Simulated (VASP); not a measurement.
# SiPb2 (Fm-3m) in VASP: further runs

SiPb2 is run at these levels: PBE; tasks: single point, relaxation of cell and atoms.

All numbers are computed with VASP 6.6.1; they aren't measurements. Logs are shortened: lines on timing, memory, paths and dates and some standing lists are left out, and cuts for length are marked.

### Step 1. The cell of the first run

Symmetry: Fm-3m, No. 225, cubic system. The conventional cell has a = 7.117 Å, b = 7.117 Å, c = 7.117 Å, α = 90.00°, β = 90.00°, γ = 90.00°. Si (site symmetry m-3m) has 8 Pb at 3.08 Å within 4.1 Å. Within 4.1 Å of Pb (site symmetry -43m) lie 4 Si at 3.08 Å and 6 Pb at 3.56 Å.

### Step 2. Single point, PBE

INCAR

```
SYSTEM = SiPb2
PREC = Accurate
ENCUT = 520
EDIFF = 1E-6
ISMEAR = -1
SIGMA = 0.15
LREAL = .FALSE.
LASPH = .TRUE.
NELM = 100
ALGO = Normal
ISIF = 2
LWAVE = .FALSE.
LCHARG = .FALSE.
GGA = PE
NBANDS = 23
```

KPOINTS

```
regular mesh
0
G
  10 10 10
  0 0 0
```

POSCAR

```
SiPb2
1.0
    0.0000000000      3.5585554146      3.5585554146
    3.5585554146      0.0000000000      3.5585554146
    3.5585554146      3.5585554146      0.0000000000
Si Pb
1 2
Direct
    0.0000000000      0.0000000000      0.0000000000
    0.7500000000      0.7500000000      0.7500000000
    0.2500000000      0.2500000000      0.2500000000
```

Potentials or basis: VASP PAW PBE potentials, release 64 (Si, Pb_d).

Run with:

```sh
$ cat potpaw_PBE.64/Si/POTCAR potpaw_PBE.64/Pb_d/POTCAR > POTCAR
$ mpirun -np 1 vasp_std > vasp.out
```

OUTCAR:

```text
SYSTEM = SiPb2
   PREC = Accurate
   ENCUT = 520
   EDIFF = 1E-6
   ISMEAR = -1
   LREAL = .FALSE.
   LASPH = .TRUE.
   NELM = 100
   ISIF = 2
   GGA = PE

 ion  position               nearest neighbor table
   1  0.000  0.000  0.000-   2 3.08   2 3.08   2 3.08   2 3.08   3 3.08   3 3.08   3 3.08   3 3.08

   2  0.750  0.750  0.750-   1 3.08   1 3.08   1 3.08   1 3.08   3 3.56   3 3.56   3 3.56   3 3.56
                             3 3.56   3 3.56
   3  0.250  0.250  0.250-   1 3.08   1 3.08   1 3.08   1 3.08   2 3.56   2 3.56   2 3.56   2 3.56
                             2 3.56   2 3.56

  LATTYP: Found a face centered cubic cell.
 ALAT       =     7.1171108292

  Lattice vectors:

 A1 = (   0.0000000000,   3.5585554146,   3.5585554146)
 A2 = (   3.5585554146,   0.0000000000,   3.5585554146)
 A3 = (   3.5585554146,   3.5585554146,   0.0000000000)

Analysis of symmetry for initial positions (statically):
=====================================================================
 Subroutine PRICEL returns:
 Original cell was already a primitive cell.

 Routine SETGRP: Setting up the symmetry group for a
 face centered cubic supercell.

 Subroutine GETGRP returns: Found 48 space group operations
 (whereof 48 operations were pure point group operations)
 out of a pool of 48 trial point group operations.

The static configuration has the point symmetry O_h .

Analysis of symmetry for dynamics (positions and initial velocities):
=====================================================================
 Subroutine PRICEL returns:
 Original cell was already a primitive cell.

 Routine SETGRP: Setting up the symmetry group for a
 face centered cubic supercell.

 Subroutine GETGRP returns: Found 48 space group operations
 (whereof 48 operations were pure point group operations)
 out of a pool of 48 trial point group operations.

The dynamic configuration has the point symmetry O_h .

 Subroutine INISYM returns: Found 48 space group operations
 (whereof 48 operations are pure point group operations),
 and found     1 'primitive' translations

----------------------------------------------------------------------------------------

                                     Primitive cell

  volume of cell :      90.1262

  direct lattice vectors                    reciprocal lattice vectors
     0.000000000  3.558555415  3.558555415    -0.140506453  0.140506453  0.140506453
     3.558555415  0.000000000  3.558555415     0.140506453 -0.140506453  0.140506453
     3.558555415  3.558555415  0.000000000     0.140506453  0.140506453 -0.140506453

  length of vectors
     5.032557330  5.032557330  5.032557330     0.243364316  0.243364316  0.243364316

  position of ions in fractional coordinates (direct lattice)
     0.000000000  0.000000000  0.000000000
     0.750000000  0.750000000  0.750000000
     0.250000000  0.250000000  0.250000000

  ion indices of the primitive-cell ions
   primitive index   ion index
                 1           1
                 2           2
                 3           3

----------------------------------------------------------------------------------------

 KPOINTS: regular mesh

Automatic generation of k-mesh.
 Grid dimensions read from file:
 generate k-points for:   10   10   10

 Generating k-lattice:

  Cartesian coordinates                     Fractional coordinates (reciprocal lattice)
    -0.014050645  0.014050645  0.014050645     0.100000000  0.000000000  0.000000000
     0.014050645 -0.014050645  0.014050645     0.000000000  0.100000000  0.000000000
     0.014050645  0.014050645 -0.014050645     0.000000000  0.000000000  0.100000000

  Length of vectors
     0.024336432  0.024336432  0.024336432

  Shift w.r.t. Gamma in fractional coordinates (k-lattice)
     0.000000000  0.000000000  0.000000000

 Subroutine IBZKPT returns following result:
 ===========================================

 Found     47 irreducible k-points:

 Following reciprocal coordinates:
            Coordinates               Weight
  0.000000  0.000000  0.000000      1.000000
  0.100000  0.000000  0.000000      8.000000
  0.200000  0.000000  0.000000      8.000000
  0.300000  0.000000  0.000000      8.000000
  0.400000  0.000000  0.000000      8.000000
  0.500000  0.000000  0.000000      4.000000
[... 16 lines left out ...]
  0.300000  0.300000  0.000000      6.000000
  0.400000  0.300000  0.000000     24.000000
 [... further k-points ...]
   k-points           NKPTS =     47   k-points in BZ     NKDIM =     47   number of bands    NBANDS=     23
   number of dos      NEDOS =    301   number of ions     NIONS =      3
   total plane-waves  NPLWV =  64000
   dimension x,y,z NGX =    40 NGY =   40 NGZ =   40
   dimension x,y,z NGXF=    80 NGYF=   80 NGZF=   80
   ions per type =               1   2
   NGX,Y,Z   is equivalent  to a cutoff of  13.21, 13.21, 13.21 a.u.
   NGXF,Y,Z  is equivalent  to a cutoff of  26.43, 26.43, 26.43 a.u.
 SYSTEM =  SiPb2
   PREC   = accura    normal or accurate (medium, high low for compatibility)
   ISTART =      0    job   : 0-new  1-cont  2-samecut
   ICHARG =      2    charge: 1-file 2-atom 10-const
   ISPIN  =      1    spin polarized calculation?
   LNONCOLLINEAR =      F non collinear calculations
   LSORBIT =      F    spin-orbit coupling
   LASPH  =      T    aspherical Exc in radial PAW
   ENCUT  =  520.0 eV  38.22 Ry    6.18 a.u.   9.36  9.36  9.36*2*pi/ulx,y,z
   NELM   =    100;   NELMIN=  2; NELMDL= -5     # of ELM steps
   EDIFF  = 0.1E-05   stopping-criterion for ELM
   LREAL  =      F    real-space projection
   EDIFFG = 0.1E-04   stopping-criterion for IOM
   NSW    =      0    number of steps for IOM
   IBRION =     -1    ionic relax: 0-MD 1-quasi-New 2-CG
   NFREE  =      0    steps in history (QN), initial steepest desc. (CG)
   ISIF   =      2    stress and relaxation
   ISYM   =      2    0-nonsym 1-usesym 2-fastsym
   POTIM  = 0.5000    time-step for ionic-motion
   TEBEG  =    0.0;   TEEND  =   0.0 temperature during run
   PSTRESS=    0.0 pullay stress
   NELECT =      32.0000    total number of electrons
   NUPDOWN=      -1.0000    fix difference up-down
   EMIN   =  10.00;   EMAX   =-10.00  energy-range for DOS
   EFERMI =   0.00;   METHOD = LEGACY
   ISMEAR =    -1;   SIGMA  =   0.15  broadening in eV -4-tet -1-fermi 0-gaus
   EFERMI_NEDOS =   21; number of points for ismear=-14 and -15
   IALGO  =     38    algorithm
   IMIX   =      4    mixing-type and parameters
     AMIX     =   0.40;   BMIX     =  1.00
     AMIX_MAG =   1.60;   BMIX_MAG =  1.00
  volume/ion in A,a.u.               =      30.04       202.73
  Fermi-wavevector in a.u.,A,eV,Ry     =   1.159243  2.190651 18.284107  1.343844
  Thomas-Fermi vector in A             =   2.295837
   LORBIT       =      0    0 simple, 1 ext, 2 COOP (PROOUT), +10 PAW based schemes
   GGA     = PE    functional components
   LHFCALC =     F    Hartree Fock is set to
   AEXX    =    0.0000 exact exchange contribution
   IVDW    =     0    specifies the selected vdW correction
   LEPSILON=     F    determine dielectric tensor
   LRPA    =     F    only Hartree local field effects (RPA)
 non-spin polarized calculation
  energy-cutoff  :      520.00
  volume of cell :       90.13
 maximum number of plane-waves:      2454
 NGX is ok and might be reduce to    40
   NGX = 19   NGY = 19   NGZ = 19

 number of electron      32.0000000 magnetization

 Free energy of the ion-electron system (eV)
  ---------------------------------------------------
  ext. energy  EPLUGINS =         0.00000000
  ---------------------------------------------------
  free energy    TOTEN  =       -11.63963073 eV

  energy without entropy =      -11.54214875  energy(sigma->0) =      -11.59088974

 E-fermi :   5.8925     XC(G=0):  -9.4303

 val. band max:        5.8588440203   @ k =   0.5000   0.3000   0.0000
 cond. band min:       5.9162452009   @ k =   0.2000   0.0000   0.0000
 fundamental gap:      0.0574011806
 Fermi energy:         5.8924550360

 k-point     1 :       0.0000    0.0000    0.0000
  band No.  band energies     occupation
      1     -11.2158      2.00000
      2     -11.2158      2.00000
      3     -11.1304      2.00000
      4     -11.1304      2.00000
      5     -11.1304      2.00000
      6     -10.9705      2.00000
[... 15 lines left out ...]
     22       9.7608      0.00000
     23      11.5439      0.00000

 k-point     2 :       0.1000    0.0000    0.0000
  band No.  band energies     occupation
      1     -11.2078      2.00000
      2     -11.2078      2.00000
      3     -11.1274      2.00000
      4     -11.1260      2.00000
      5     -11.1260      2.00000
      6     -10.9741      2.00000
[... 15 lines left out ...]
     22       9.4981      0.00000
     23      12.0737      0.00000

 k-point     3 :       0.2000    0.0000    0.0000
  band No.  band energies     occupation
      1     -11.1844      2.00000
      2     -11.1844      2.00000
      3     -11.1180      2.00000
      4     -11.1132      2.00000
      5     -11.1132      2.00000
      6     -10.9849      2.00000
[... 15 lines left out ...]
     22       9.3128      0.00000
     23      13.1335      0.00000

 k-point     4 :       0.3000    0.0000    0.0000
  band No.  band energies     occupation
      1     -11.1475      2.00000
      2     -11.1475      2.00000
      3     -11.1026      2.00000
      4     -11.0938      2.00000
      5     -11.0938      2.00000
      6     -11.0021      2.00000
[... 15 lines left out ...]
     22      10.1295      0.00000
     23      13.5492      0.00000

 k-point     5 :       0.4000    0.0000    0.0000
  band No.  band energies     occupation
      1     -11.1006      2.00000
      2     -11.1006      2.00000
      3     -11.0830      2.00000
      4     -11.0703      2.00000
      5     -11.0703      2.00000
      6     -11.0234      2.00000
[... 434 lines left out ...]
 k-point    22 :      -0.2000    0.2000    0.0000
  band No.  band energies     occupation
      1     -11.1750      2.00000
      2     -11.1100      2.00000
      3     -11.1066      2.00000
      4     -11.0975      2.00000
      5     -11.0678      2.00000
      6     -11.0249      2.00000
[... 15 lines left out ...]
     22      11.7407      0.00000
     23      12.5301      0.00000

 k-point    23 :       0.3000    0.3000    0.0000
  band No.  band energies     occupation
      1     -11.2069      2.00000
      2     -11.1478      2.00000
      3     -11.0822      2.00000
      4     -11.0676      2.00000
      5     -11.0676      2.00000
      6     -11.0239      2.00000
[... 15 lines left out ...]
     22      11.3828      0.00000
     23      12.2158      0.00000

 k-point    24 :       0.4000    0.3000    0.0000
  band No.  band energies     occupation
      1     -11.1974      2.00000
      2     -11.1463      2.00000
      3     -11.0595      2.00000
      4     -11.0533      2.00000
      5     -11.0527      2.00000
      6     -11.0501      2.00000
[... 15 lines left out ...]
     22      11.3371      0.00000
     23      12.5373      0.00000

 [... further k-points ...]
[... 5 lines left out ...]
  --------------------------------------------------------------------------------------
  -------------------------------------------------------------------------------------
  Total       -0.0334787     -0.0334787     -0.0334787      0.0000000      0.0000000      0.0000000
  in kB       -0.5951527     -0.5951527     -0.5951527      0.0000000      0.0000000      0.0000000
  external PRESSURE =      -0.5951527 kB  Pullay stress =       0.0000000 kB

 VOLUME and BASIS-vectors are now :
 -----------------------------------------------------------------------------
  energy-cutoff  :      520.00
  volume of cell :       90.13
      direct lattice vectors                 reciprocal lattice vectors
     0.000000000  3.558555415  3.558555415    -0.140506453  0.140506453  0.140506453
     3.558555415  0.000000000  3.558555415     0.140506453 -0.140506453  0.140506453
     3.558555415  3.558555415  0.000000000     0.140506453  0.140506453 -0.140506453

 POSITION                                       TOTAL-FORCE (eV/Angst)
 -----------------------------------------------------------------------------------
      0.00000      0.00000      0.00000         0.000000     -0.000000      0.000000
      5.33783      5.33783      5.33783        -0.000000     -0.000000     -0.000000
      1.77928      1.77928      1.77928         0.000000      0.000000      0.000000
 -----------------------------------------------------------------------------------
    total drift:                                0.000000     -0.000000      0.000000

  FREE ENERGIE OF THE ION-ELECTRON SYSTEM (eV)
  ---------------------------------------------------
  free  energy   TOTEN  =       -11.6396307264 eV

  energy  without entropy=      -11.5421487450  energy(sigma->0) =      -11.59088974
```

Wall time 66 s (1 thread of Intel Xeon Platinum 8488C (Sapphire Rapids), shared host); peak memory 0.28 GiB.

Results:

| Item | Value |
| --- | --- |
| Free energy | -11.6396 eV |
| Pressure | -0.1 GPa |
| Band gap on the k mesh | zero (band 16 reaches 6.12 eV, above the bottom of band 17 at 5.17 eV) |

Caveat: spin-orbit coupling is left out, which moves the levels of the heavy elements.

(Continued in part 2 of 2.)
